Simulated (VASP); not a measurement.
# AlP (I-4m2) in VASP: notebook

The runs below take AlP through single point, with PBE, r2SCAN, HSE06.

Everything below comes from runs of VASP 6.6.1. Logs are shortened: lines on timing, memory, paths and dates and some standing lists are left out, and cuts for length are marked.

**1. The cell of the first run**

Symmetry: I-4m2, No. 119, tetragonal system. The conventional cell has a = 3.874 Å, b = 3.874 Å, c = 5.545 Å, α = 90.00°, β = 90.00°, γ = 90.00°. Al (site symmetry -4m2) has 4 P at 2.38 Å within 3.1 Å. Within 3.1 Å of P (site symmetry -4m2) lie 4 Al at 2.38 Å.

**2. Single point, PBE (uniaxial x strain +1.2%)**

Contents of INCAR:

```
PREC = Accurate ; ENCUT = 500
EDIFF = 1E-6 ; ISMEAR = -1
SIGMA = 0.02 ; LREAL = F
LASPH = T ; NELM = 120
ALGO = Normal ; ISIF = 2
LWAVE = F ; LCHARG = F
GGA = PE ; NBANDS = 11
GGA_COMPAT = F
```

Contents of KPOINTS:

```
regular mesh
0
Gamma
  8 8 8
```

Contents of POSCAR:

```
AlP
1.0
    0.0000000000      2.7392572093      2.7392572093
    2.7726761473      0.0000000000      2.7392572093
    2.7726761473      2.7392572093      0.0000000000
Al P
1 1
Direct
    0.0000000000      0.0000000000      0.0000000000
    0.2500000000      0.2500000000      0.2500000000
```

Potentials or basis: VASP PAW PBE potentials, release 64 (Al, P).

Launch:

```
cat potpaw_PBE.64/Al/POTCAR potpaw_PBE.64/P/POTCAR > POTCAR
mpirun -np 1 vasp_std > vasp.out
```

OUTCAR:

```text
PREC = Accurate
   ENCUT = 500
   EDIFF = 1E-6
   ISMEAR = -1
   LREAL = F
   LASPH = T
   NELM = 120
   ISIF = 2
   GGA = PE

 ion  position               nearest neighbor table
   1  0.000  0.000  0.000-   2 2.38   2 2.38   2 2.38   2 2.38
   2  0.250  0.250  0.250-   1 2.38   1 2.38   1 2.38   1 2.38

  LATTYP: Found a body centered tetragonal cell.
 ALAT       =     3.8738946962
 C/A-ratio  =     1.4314669679

  Lattice vectors:

 A1 = (   2.7726761473,   0.0000000000,   2.7392572093)
 A2 = (   2.7726761473,   0.0000000000,  -2.7392572093)
 A3 = (  -2.7726761473,   2.7392572093,   0.0000000000)

Analysis of symmetry for initial positions (statically):
=====================================================================
 Subroutine PRICEL returns:
 Original cell was already a primitive cell.

 Routine SETGRP: Setting up the symmetry group for a
 body centered tetragonal supercell.

 Subroutine GETGRP returns: Found  8 space group operations
 (whereof  8 operations were pure point group operations)
 out of a pool of 16 trial point group operations.

The static configuration has the point symmetry D_2d.

Analysis of symmetry for dynamics (positions and initial velocities):
=====================================================================
 Subroutine PRICEL returns:
 Original cell was already a primitive cell.

 Routine SETGRP: Setting up the symmetry group for a
 body centered tetragonal supercell.

 Subroutine GETGRP returns: Found  8 space group operations
 (whereof  8 operations were pure point group operations)
 out of a pool of 16 trial point group operations.

The dynamic configuration has the point symmetry D_2d.

 Subroutine INISYM returns: Found  8 space group operations
 (whereof  8 operations are pure point group operations),
 and found     1 'primitive' translations

----------------------------------------------------------------------------------------

                                     Primitive cell

  volume of cell :      41.6097

  direct lattice vectors                    reciprocal lattice vectors
     0.000000000  2.739257209  2.739257209    -0.180331194  0.182531234  0.182531234
     2.772676147  0.000000000  2.739257209     0.180331194 -0.182531234  0.182531234
     2.772676147  2.739257209  0.000000000     0.180331194  0.182531234 -0.182531234

  length of vectors
     3.873894696  3.897597090  3.897597090     0.314888302  0.314888302  0.314888302

  position of ions in fractional coordinates (direct lattice)
     0.000000000  0.000000000  0.000000000
     0.250000000  0.250000000  0.250000000

  ion indices of the primitive-cell ions
   primitive index   ion index
                 1           1
                 2           2

----------------------------------------------------------------------------------------

 KPOINTS: regular mesh

Automatic generation of k-mesh.
 Grid dimensions read from file:
 generate k-points for:    8    8    8

 Generating k-lattice:

  Cartesian coordinates                     Fractional coordinates (reciprocal lattice)
    -0.022541399  0.022816404  0.022816404     0.125000000  0.000000000  0.000000000
     0.022541399 -0.022816404  0.022816404     0.000000000  0.125000000  0.000000000
     0.022541399  0.022816404 -0.022816404     0.000000000  0.000000000  0.125000000

  Length of vectors
     0.039361038  0.039361038  0.039361038

  Shift w.r.t. Gamma in fractional coordinates (k-lattice)
     0.000000000  0.000000000  0.000000000

 Subroutine IBZKPT returns following result:
 ===========================================

 Found     59 irreducible k-points:

 Following reciprocal coordinates:
            Coordinates               Weight
  0.000000  0.000000  0.000000      1.000000
  0.125000  0.000000  0.000000      8.000000
  0.250000  0.000000  0.000000      8.000000
  0.375000  0.000000  0.000000      8.000000
  0.500000  0.000000  0.000000      4.000000
  0.125000  0.125000  0.000000      4.000000
[... 16 lines left out ...]
  0.250000  0.125000  0.125000      4.000000
  0.375000  0.125000  0.125000      8.000000
 [... further k-points ...]
   k-points           NKPTS =     59   k-points in BZ     NKDIM =     59   number of bands    NBANDS=     11
   number of dos      NEDOS =    301   number of ions     NIONS =      2
   total plane-waves  NPLWV =  21952
   dimension x,y,z NGX =    28 NGY =   28 NGZ =   28
   dimension x,y,z NGXF=    56 NGYF=   56 NGZF=   56
   ions per type =               1   1
   NGX,Y,Z   is equivalent  to a cutoff of  12.02, 11.94, 11.94 a.u.
   NGXF,Y,Z  is equivalent  to a cutoff of  24.03, 23.89, 23.89 a.u.
 SYSTEM =  unknown system
   PREC   = accura    normal or accurate (medium, high low for compatibility)
   ISTART =      0    job   : 0-new  1-cont  2-samecut
   ICHARG =      2    charge: 1-file 2-atom 10-const
   ISPIN  =      1    spin polarized calculation?
   LNONCOLLINEAR =      F non collinear calculations
   LSORBIT =      F    spin-orbit coupling
   LASPH  =      T    aspherical Exc in radial PAW
   ENCUT  =  500.0 eV  36.75 Ry    6.06 a.u.   7.06  7.11  7.11*2*pi/ulx,y,z
   NELM   =    120;   NELMIN=  2; NELMDL= -5     # of ELM steps
   EDIFF  = 0.1E-05   stopping-criterion for ELM
   LREAL  =      F    real-space projection
   EDIFFG = 0.1E-04   stopping-criterion for IOM
   NSW    =      0    number of steps for IOM
   IBRION =     -1    ionic relax: 0-MD 1-quasi-New 2-CG
   NFREE  =      0    steps in history (QN), initial steepest desc. (CG)
   ISIF   =      2    stress and relaxation
   ISYM   =      2    0-nonsym 1-usesym 2-fastsym
   POTIM  = 0.5000    time-step for ionic-motion
   TEBEG  =    0.0;   TEEND  =   0.0 temperature during run
   PSTRESS=    0.0 pullay stress
   NELECT =       8.0000    total number of electrons
   NUPDOWN=      -1.0000    fix difference up-down
   EMIN   =  10.00;   EMAX   =-10.00  energy-range for DOS
   EFERMI =   0.00;   METHOD = LEGACY
   ISMEAR =    -1;   SIGMA  =   0.02  broadening in eV -4-tet -1-fermi 0-gaus
   EFERMI_NEDOS =   21; number of points for ismear=-14 and -15
   IALGO  =     38    algorithm
   IMIX   =      4    mixing-type and parameters
     AMIX     =   0.40;   BMIX     =  1.00
     AMIX_MAG =   1.60;   BMIX_MAG =  1.00
  volume/ion in A,a.u.               =      20.80       140.40
  Fermi-wavevector in a.u.,A,eV,Ry     =   0.944873  1.785550 12.147066  0.892784
  Thomas-Fermi vector in A             =   2.072719
   LORBIT       =      0    0 simple, 1 ext, 2 COOP (PROOUT), +10 PAW based schemes
   GGA     = PE    functional components
   LHFCALC =     F    Hartree Fock is set to
   AEXX    =    0.0000 exact exchange contribution
   IVDW    =     0    specifies the selected vdW correction
   LEPSILON=     F    determine dielectric tensor
   LRPA    =     F    only Hartree local field effects (RPA)
 non-spin polarized calculation
  energy-cutoff  :      500.00
  volume of cell :       41.61
 maximum number of plane-waves:      1069
   NGX = 15   NGY = 15   NGZ = 15

 number of electron       8.0000001 magnetization

 Free energy of the ion-electron system (eV)
  ---------------------------------------------------
  ext. energy  EPLUGINS =         0.00000000
  ---------------------------------------------------
  free energy    TOTEN  =       -10.37585068 eV

  energy without entropy =      -10.37585068  energy(sigma->0) =      -10.37585068

 E-fermi :   4.7901     XC(G=0):  -9.1227

 val. band max:        4.3980817650   @ k =   0.0000   0.0000   0.0000
 cond. band min:       5.9809086166   @ k =   0.5000   0.5000   0.0000
 fundamental gap:      1.5828268516
 Fermi energy:         4.7900923540

 k-point     1 :       0.0000    0.0000    0.0000
  band No.  band energies     occupation
      1      -7.0003      2.00000
      2       4.3400      2.00000
      3       4.3981      2.00000
      4       4.3981      2.00000
      5       7.4931      0.00000
      6       8.9044      0.00000
      7       8.9044      0.00000
      8       8.9199      0.00000
      9      13.0775      0.00000
     10      13.2965      0.00000
     11      14.5151      0.00000

 k-point     2 :       0.1250    0.0000    0.0000
  band No.  band energies     occupation
      1      -6.8323      2.00000
      2       3.1622      2.00000
      3       4.2090      2.00000
      4       4.2585      2.00000
      5       7.9582      0.00000
      6       9.1849      0.00000
      7       9.1854      0.00000
      8       9.3854      0.00000
      9      12.6214      0.00000
     10      12.7932      0.00000
     11      15.1641      0.00000

 k-point     3 :       0.2500    0.0000    0.0000
  band No.  band energies     occupation
      1      -6.3605      2.00000
      2       1.2450      2.00000
      3       3.9086      2.00000
      4       3.9805      2.00000
      5       7.6139      0.00000
      6       9.4709      0.00000
      7       9.5217      0.00000
      8      11.1718      0.00000
      9      12.6549      0.00000
     10      12.7045      0.00000
     11      14.6711      0.00000

 k-point     4 :       0.3750    0.0000    0.0000
  band No.  band energies     occupation
      1      -5.7298      2.00000
      2      -0.3597      2.00000
      3       3.6675      2.00000
      4       3.7578      2.00000
      5       7.2416      0.00000
      6       9.2823      0.00000
      7       9.3756      0.00000
      8      12.4554      0.00000
      9      14.0079      0.00000
     10      14.0607      0.00000
     11      14.8804      0.00000
[... 239 lines left out ...]
 k-point    22 :       0.0000    0.1250    0.1250
  band No.  band energies     occupation
      1      -6.7792      2.00000
      2       3.2262      2.00000
      3       3.9467      2.00000
      4       3.9467      2.00000
      5       8.3273      0.00000
      6       8.6000      0.00000
      7       9.6711      0.00000
      8       9.6711      0.00000
      9      11.6789      0.00000
     10      13.5834      0.00000
     11      15.5583      0.00000

 k-point    23 :       0.2500    0.1250    0.1250
  band No.  band energies     occupation
      1      -6.5586      2.00000
      2       2.2034      2.00000
      3       3.3620      2.00000
      4       4.2675      2.00000
      5       8.5212      0.00000
      6       9.0132      0.00000
      7       9.3356      0.00000
      8      10.3330      0.00000
      9      11.8758      0.00000
     10      13.2692      0.00000
     11      16.0591      0.00000

 k-point    24 :       0.3750    0.1250    0.1250
  band No.  band energies     occupation
      1      -6.0188      2.00000
      2       0.6574      2.00000
      3       2.7891      2.00000
      4       3.9826      2.00000
      5       8.2526      0.00000
      6       9.4521      0.00000
      7       9.6778      0.00000
      8      11.0341      0.00000
      9      11.9989      0.00000
     10      14.7514      0.00000
     11      15.6726      0.00000

 [... further k-points ...]

------------------------ aborting loop because EDIFF is reached ----------------------------------------

  FORCE on cell =-STRESS in cart. coord.  units (eV):
  Direction    XX          YY          ZZ          XY          YZ          ZX
  --------------------------------------------------------------------------------------
  -------------------------------------------------------------------------------------
  Total       -0.0805100      0.1275714      0.1275714      0.0000000      0.0000000      0.0000000
  in kB       -3.1000289      4.9121213      4.9121213      0.0000000      0.0000000      0.0000000
  external PRESSURE =       2.2414046 kB  Pullay stress =       0.0000000 kB

 VOLUME and BASIS-vectors are now :
 -----------------------------------------------------------------------------
  energy-cutoff  :      500.00
  volume of cell :       41.61
      direct lattice vectors                 reciprocal lattice vectors
     0.000000000  2.739257209  2.739257209    -0.180331194  0.182531234  0.182531234
     2.772676147  0.000000000  2.739257209     0.180331194 -0.182531234  0.182531234
     2.772676147  2.739257209  0.000000000     0.180331194  0.182531234 -0.182531234

 POSITION                                       TOTAL-FORCE (eV/Angst)
 -----------------------------------------------------------------------------------
      0.00000      0.00000      0.00000         0.000000      0.000000     -0.000000
      1.38634      1.36963      1.36963        -0.000000      0.000000      0.000000
 -----------------------------------------------------------------------------------
    total drift:                               -0.000000     -0.000000     -0.000000

  FREE ENERGIE OF THE ION-ELECTRON SYSTEM (eV)
  ---------------------------------------------------
  free  energy   TOTEN  =       -10.3758506761 eV

  energy  without entropy=      -10.3758506761  energy(sigma->0) =      -10.37585068
```

It took 36 s on 1 thread of Intel Xeon 8259CL, shared host; peak memory 0.16 GiB.

Results:

```
Free energy            : -10.3759 eV
Pressure               : 0.2 GPa
Band gap on the k mesh : 1.58 eV (least direct gap 3.10 eV)
```

Caveat: the cell differs from its parent crystal (uniaxial x strain +1.2%). A k mesh can miss the band edges.

**3. Single point, r2SCAN (uniaxial x strain +1.2%)**

POSCAR is that of step 2.

Contents of INCAR.step1:

```
SYSTEM = AlP
PREC = Accurate
ENCUT = 550
ISMEAR = 0
SIGMA = 0.01
LREAL = .False.
LASPH = .True.
NELM = 120
NBANDS = 11
GGA = PE
ALGO = Normal
EDIFF = 1E-5
LWAVE = .True.
LCHARG = .False.
GGA_COMPAT = .False.
```

Contents of INCAR.step2:

```
SYSTEM = AlP
PREC = Accurate
ENCUT = 550
EDIFF = 1E-6
ISMEAR = 0
SIGMA = 0.01
LREAL = .False.
LASPH = .True.
NELM = 120
ALGO = Normal
ISIF = 2
LWAVE = .False.
LCHARG = .False.
METAGGA = R2SCAN
LMIXTAU = .True.
NBANDS = 11
ISTART = 1
GGA_COMPAT = .False.
```

Contents of KPOINTS:

```
regular mesh
0
Gamma
  8 8 8
  0 0 0
```

Potentials or basis: VASP PAW PBE potentials, release 64 (Al, P).

Launch:

```
cat potpaw_PBE.64/Al/POTCAR potpaw_PBE.64/P/POTCAR > POTCAR
cp INCAR.step1 INCAR
mpirun -np 1 vasp_std > vasp.out
cp INCAR.step2 INCAR
mpirun -np 1 vasp_std > vasp.out
```

Wall time 3 min (1 thread of Intel Xeon 8259CL, shared host); peak memory 0.18 GiB.

It converged, with:

| Item | Value |
| --- | --- |
| Free energy | -17.2060 eV |
| Pressure | -1.4 GPa |
| Band gap on the k mesh | 1.91 eV (least direct gap 3.78 eV) |

Stress tensor (GPa, compression positive):
```
-1.96  0.00  0.00
 0.00 -1.07  0.00
 0.00  0.00 -1.07
```

Levels at points of the mesh, in eV from the valence-band top:
```
           k point  band 1  band 2  band 3  band 4  band 5  band 6  band 7  band 8
(0.00, 0.00, 0.00)  -11.88   -0.06    0.00    0.00    3.78    4.92    4.92    4.93
(0.50, 0.00, 0.00)  -10.19   -5.59   -0.85   -0.75    3.21    5.15    5.25    8.86
(0.50, 0.50, 0.00)   -9.51   -5.35   -2.18   -2.18    1.91    2.79   11.64   11.85
(0.00, 0.50, 0.50)   -9.55   -5.43   -2.10   -2.10    1.97    2.90   11.79   11.79
```

Caveat: the cell differs from its parent crystal (uniaxial x strain +1.2%); the PAW data sets were made with another functional, which shifts forces and pressure a little. A k mesh can miss the band edges.

**4. Single point, HSE06 (uniaxial x strain +1.2%)**

POSCAR is that of step 3.

Contents of INCAR.step1:

```
ALGO = Normal ; EDIFF = 1E-5
ENCUT = 400 ; GGA = PE
GGA_COMPAT = F ; ISIF = 2
ISMEAR = 0 ; LASPH = T
LCHARG = F ; LREAL = F
LWAVE = T ; NBANDS = 11
NELM = 120 ; PREC = Accurate
SIGMA = 0.01
```

Contents of INCAR.step2:

```
ALGO = Normal ; EDIFF = 1E-6
ENCUT = 400 ; GGA = PE
GGA_COMPAT = F ; HFSCREEN = 0.2079
ISIF = 2 ; ISMEAR = 0
ISTART = 1 ; LASPH = T
LCHARG = F ; LHFCALC = T
LREAL = F ; LWAVE = F
NBANDS = 11 ; NELM = 120
PREC = Accurate ; PRECFOCK = Normal
SIGMA = 0.01
```

Contents of KPOINTS:

```
k-points
0
Gamma
  6 6 6
```

Launch:

```
cat potpaw_PBE.64/Al/POTCAR potpaw_PBE.64/P/POTCAR > POTCAR
cp INCAR.step1 INCAR
mpirun -np 1 vasp_std > vasp.out
cp INCAR.step2 INCAR
mpirun -np 1 vasp_std > vasp.out
```

Wall time 27 min (1 thread of Intel Xeon 8259CL, shared host); peak memory 0.26 GiB.

It converged, with:

| Property | Result |
| --- | --- |
| Free energy | -11.9946 eV |
| Pressure | -1.4 GPa |
| Band gap on the k mesh | 2.27 eV (least direct gap 4.00 eV) |

Stress tensor (GPa, compression positive):
```
-2.01  0.00  0.00
 0.00 -1.13  0.00
 0.00  0.00 -1.13
```

Levels at points of the mesh, in eV from the valence-band top:
| k point | band 1 | band 2 | band 3 | band 4 | band 5 | band 6 | band 7 | band 8 |
| --- | --- | --- | --- | --- | --- | --- | --- | --- |
| (0.00, 0.00, 0.00) | -12.66 | -0.06 | 0.00 | 0.00 | 4.00 | 5.43 | 5.43 | 5.44 |
| (0.50, 0.00, 0.00) | -10.85 | -6.02 | -0.90 | -0.80 | 3.53 | 5.67 | 5.78 | 9.22 |
| (0.50, 0.50, 0.00) | -10.12 | -5.78 | -2.32 | -2.32 | 2.27 | 3.18 | 12.12 | 12.35 |
| (0.00, 0.50, 0.50) | -10.17 | -5.86 | -2.23 | -2.23 | 2.33 | 3.29 | 12.28 | 12.28 |

Caveat: the cell differs from its parent crystal (uniaxial x strain +1.2%); the PAW data sets were made with another functional, which shifts forces and pressure a little. A k mesh can miss the band edges.

**5. Overview**

| level | k mesh | cutoff (eV) | smearing | grid for exact exchange (PRECFOCK) | share of exact exchange | screening parameter | gap on the mesh (eV) | pressure (GPa) |
| --- | --- | --- | --- | --- | --- | --- | --- | --- |
| PBE | 8 × 8 × 8 | 500 | fermi-dirac 0.02 eV | - | - | - | 1.58 | 0.2 |
| r2SCAN | 8 × 8 × 8 | 550 | gaussian 0.01 eV | - | - | - | 1.91 | -1.4 |
| HSE06 | 6 × 6 × 6 | 400 | gaussian 0.01 eV | Normal | 0.25 | 0.2079 1/Å | 2.27 | -1.4 |

Alike in all rows: task single point; potentials or basis VASP PAW PBE potentials, release 64 (Al, P); no spin polarisation; cell as given.

Caveats: the PAW data sets were made with another functional, which shifts forces and pressure a little (at least some runs).

Total energies depend on the potentials used, so only differences within one code and one set of settings carry meaning.
